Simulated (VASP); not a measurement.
# ZnS (I-4m2) in VASP: notebook, part 2 of 2

VASP 6.6.1.

## 3. Single point, r2SCAN

This run uses another cell than the first one, of the same volume but with other edges.

The input, POSCAR:

```
ZnS
1.0
    0.0000000000      2.5451730955      3.0542077146
    2.5451730955      0.0000000000      3.0542077146
    2.5451730955      2.5451730955      0.0000000000
Zn S
1 1
Direct
    0.0000000000      0.0000000000      0.0000000000
    0.7500000000      0.7500000000      0.7500000000
```

The input, INCAR.step1:

```
PREC = Accurate ; ENCUT = 520
ISMEAR = 0 ; SIGMA = 0.05
LREAL = F ; LASPH = T
NELM = 80 ; NBANDS = 16
GGA = PE ; ALGO = Normal
EDIFF = 1E-4 ; LWAVE = T
LCHARG = F
```

The input, INCAR.step2:

```
PREC = Accurate ; ENCUT = 520
EDIFF = 1E-6 ; ISMEAR = 0
SIGMA = 0.05 ; LREAL = F
LASPH = T ; NELM = 80
ALGO = Normal ; ISIF = 2
LWAVE = F ; LCHARG = F
METAGGA = R2SCAN ; LMIXTAU = T
NBANDS = 16 ; ISTART = 1
```

The input, KPOINTS:

```
regular mesh
0
Gamma
  8 8 8
```

Potentials or basis: VASP PAW PBE potentials, release 64 (Zn, S).

On the command line:

```
$ cat potpaw_PBE.64/Zn/POTCAR potpaw_PBE.64/S/POTCAR > POTCAR
$ cp INCAR.step1 INCAR
$ mpirun -np 1 vasp_std > vasp.out
$ cp INCAR.step2 INCAR
$ mpirun -np 1 vasp_std > vasp.out
```

OUTCAR:

```text
PREC = Accurate
   ENCUT = 520
   EDIFF = 1E-6
   ISMEAR = 0
   LREAL = F
   LASPH = T
   NELM = 80
   ISIF = 2
   METAGGA = R2SCAN
   ISTART = 1

 ion  position               nearest neighbor table
   1  0.000  0.000  0.000-   2 2.36   2 2.36   2 2.36   2 2.36
   2  0.750  0.750  0.750-   1 2.36   1 2.36   1 2.36   1 2.36

  LATTYP: Found a body centered tetragonal cell.
 ALAT       =     3.5994183102
 C/A-ratio  =     1.6970562748

  Lattice vectors:

 A1 = (  -2.5451730955,   0.0000000000,   3.0542077146)
 A2 = (   2.5451730955,   0.0000000000,   3.0542077146)
 A3 = (   0.0000000000,   2.5451730955,  -3.0542077146)

Analysis of symmetry for initial positions (statically):
=====================================================================
 Subroutine PRICEL returns:
 Original cell was already a primitive cell.

 Routine SETGRP: Setting up the symmetry group for a
 body centered tetragonal supercell.

 Subroutine GETGRP returns: Found  8 space group operations
 (whereof  8 operations were pure point group operations)
 out of a pool of 16 trial point group operations.

[... 156 lines left out ...]
  ---------------------------------------------------
  ext. energy  EPLUGINS =         0.00000000
  ---------------------------------------------------
  free energy    TOTEN  =       -18.71443185 eV

  energy without entropy =      -18.71443185  energy(sigma->0) =      -18.71443185

 E-fermi :   2.3746     XC(G=0): -10.2885

 val. band max:        2.0752294617   @ k =   0.0000   0.0000   0.0000
 cond. band min:       4.2594679318   @ k =   0.0000   0.0000   0.0000
 fundamental gap:      2.1842384701
 Fermi energy:         2.3745886288

 k-point     1 :       0.0000    0.0000    0.0000
  band No.  band energies     occupation
      1     -11.7780      2.00000
      2      -4.7460      2.00000
      3      -4.6109      2.00000
      4      -4.6107      2.00000
      5      -4.1949      2.00000
      6      -4.1522      2.00000
[... 433 lines left out ...]
      3      -4.5352      2.00000
      4      -4.4572      2.00000
      5      -4.1843      2.00000
      6      -4.0856      2.00000
[... 8 lines left out ...]
     15      14.5405      0.00000
     16      16.5486      0.00000

 [... further k-points ...]
[... 5 lines left out ...]
  --------------------------------------------------------------------------------------
  -------------------------------------------------------------------------------------
  Total        0.5427389      0.5427389     -2.2041743      0.0000000     -0.0000000      0.0000000
  in kB       21.9754758     21.9754758    -89.2469357      0.0000000     -0.0000000      0.0000000
  external PRESSURE =     -15.0986614 kB  Pullay stress =       0.0000000 kB

 VOLUME and BASIS-vectors are now :
 -----------------------------------------------------------------------------
  energy-cutoff  :      520.00
  volume of cell :       39.57
      direct lattice vectors                 reciprocal lattice vectors
     0.000000000  2.545173096  3.054207715    -0.196450293  0.196450293  0.163708577
     2.545173096  0.000000000  3.054207715     0.196450293 -0.196450293  0.163708577
     2.545173096  2.545173096  0.000000000     0.196450293  0.196450293 -0.163708577

 POSITION                                       TOTAL-FORCE (eV/Angst)
 -----------------------------------------------------------------------------------
      0.00000      0.00000      0.00000         0.000000      0.000000      0.000000
      3.81776      3.81776      4.58131        -0.000000     -0.000000     -0.000000
 -----------------------------------------------------------------------------------
    total drift:                               -0.002031     -0.002031     -0.000936

  FREE ENERGIE OF THE ION-ELECTRON SYSTEM (eV)
  ---------------------------------------------------
  free  energy   TOTEN  =       -18.7144318530 eV

  energy  without entropy=      -18.7144318530  energy(sigma->0) =      -18.71443185
```

OUTCAR.step1:

```text
PREC = Accurate
   ENCUT = 520
   ISMEAR = 0
   LREAL = F
   LASPH = T
[... 678 lines left out ...]
 -----------------------------------------------------------------------------------
      0.00000      0.00000      0.00000         0.000000      0.000000      0.000000
      3.81776      3.81776      4.58131        -0.000000     -0.000000     -0.000000
 -----------------------------------------------------------------------------------
    total drift:                               -0.000010     -0.000010     -0.000002

  FREE ENERGIE OF THE ION-ELECTRON SYSTEM (eV)
  ---------------------------------------------------
  free  energy   TOTEN  =        -6.7104515811 eV

  energy  without entropy=       -6.7104515811  energy(sigma->0) =       -6.71045158
```

Wall time 84 s (1 thread of Intel Xeon 6975P-C (Granite Rapids), shared host); peak memory 0.18 GiB.

Results:

```yaml
Free_energy: -18.7144 eV
Pressure: -1.5 GPa
Band_gap_on_the_k_mesh: 2.18 eV, direct
```

Levels at points of the mesh, in eV from the valence-band top:
| k point | band 7 | band 8 | band 9 | band 10 | band 11 | band 12 |
| --- | --- | --- | --- | --- | --- | --- |
| (0.00, 0.00, 0.00) | -0.92 | 0.00 | 0.00 | 2.18 | 6.85 | 6.85 |
| (0.50, 0.00, 0.00) | -5.47 | -1.69 | -0.54 | 3.00 | 7.08 | 8.07 |
| (0.50, 0.50, 0.00) | -5.53 | -1.78 | -1.78 | 4.31 | 5.43 | 9.95 |
| (0.50, 0.00, 0.50) | -4.41 | -2.92 | -2.54 | 3.22 | 3.70 | 10.76 |

Caveat: the PAW data sets were made with another functional, which shifts forces and pressure a little.

## 4. Single point, r2SCAN

This run uses another cell than the first one, of the same volume but with other edges.

The input, POSCAR:

```
ZnS
1.0
    0.0000000000      2.9381877126      2.2917864159
    2.9381877126      0.0000000000      2.2917864159
    2.9381877126      2.9381877126      0.0000000000
Zn S
1 1
Direct
    0.0000000000      0.0000000000      0.0000000000
    0.7500000000      0.7500000000      0.7500000000
```

The input, INCAR.step1:

```
PREC = Accurate ; ENCUT = 520
ISMEAR = 0 ; SIGMA = 0.05
LREAL = False ; LASPH = True
NELM = 60 ; NBANDS = 16
GGA = PE ; ALGO = Normal
EDIFF = 1E-4 ; LWAVE = True
LCHARG = False
```

The input, INCAR.step2:

```
PREC = Accurate ; ENCUT = 520
EDIFF = 1E-7 ; ISMEAR = 0
SIGMA = 0.05 ; LREAL = False
LASPH = True ; NELM = 60
ALGO = Normal ; ISIF = 2
LWAVE = False ; LCHARG = False
METAGGA = R2SCAN ; LMIXTAU = True
NBANDS = 16 ; ISTART = 1
```

KPOINTS is that of step 3.

On the command line:

```
$ cat potpaw_PBE.64/Zn/POTCAR potpaw_PBE.64/S/POTCAR > POTCAR
$ cp INCAR.step1 INCAR
$ mpirun -np 1 vasp_std > vasp.out
$ cp INCAR.step2 INCAR
$ mpirun -np 1 vasp_std > vasp.out
```

It took 74 s on 1 thread of Intel Xeon 6975P-C (Granite Rapids), shared host; peak memory 0.19 GiB.

Results (log left out):

* Free energy: -18.7005 eV
* Pressure: -2.4 GPa
* Band gap on the k mesh: 2.17 eV, direct

Stress tensor (GPa, compression positive):
```
-4.71  0.00  0.00
 0.00 -4.71  0.00
 0.00  0.00  2.25
```

Levels at points of the mesh, in eV from the valence-band top:
```csv
k point,band 7,band 8,band 9,band 10,band 11,band 12
"(0.00, 0.00, 0.00)",-0.58,-0.58,0.00,2.17,7.02,7.06
"(0.50, 0.00, 0.00)",-5.41,-1.72,-0.70,2.89,6.19,8.78
"(0.50, 0.50, 0.00)",-3.77,-3.29,-3.29,2.52,3.02,12.11
"(0.50, 0.00, 0.50)",-5.21,-2.13,-1.66,4.04,5.25,10.06
```

Caveat: the PAW data sets were made with another functional, which shifts forces and pressure a little. A k mesh can miss the band edges.

## 5. The runs side by side

| cell | gap on the mesh (eV) | pressure (GPa) |
| --- | --- | --- |
| a = 3.747, b = 3.747, c = 4.038 Å, angles 57.4, 57.4, 65.2°, 2 atoms | 2.33 | -1.5 |
| a = 3.976, b = 3.976, c = 3.599 Å, angles 63.1, 63.1, 53.8°, 2 atoms | 2.18 | -1.5 |
| a = 3.726, b = 3.726, c = 4.155 Å, angles 56.1, 56.1, 67.8°, 2 atoms | 2.17 | -2.4 |

Alike in all rows: task single point; level r2SCAN; potentials or basis VASP PAW PBE potentials, release 64 (Zn, S); no spin polarisation; k mesh 8 × 8 × 8; cutoff (eV) 520; smearing gaussian 0.05 eV.

Caveats: the PAW data sets were made with another functional, which shifts forces and pressure a little.

Total energies depend on the potentials used, so only differences within one code and one set of settings carry meaning.
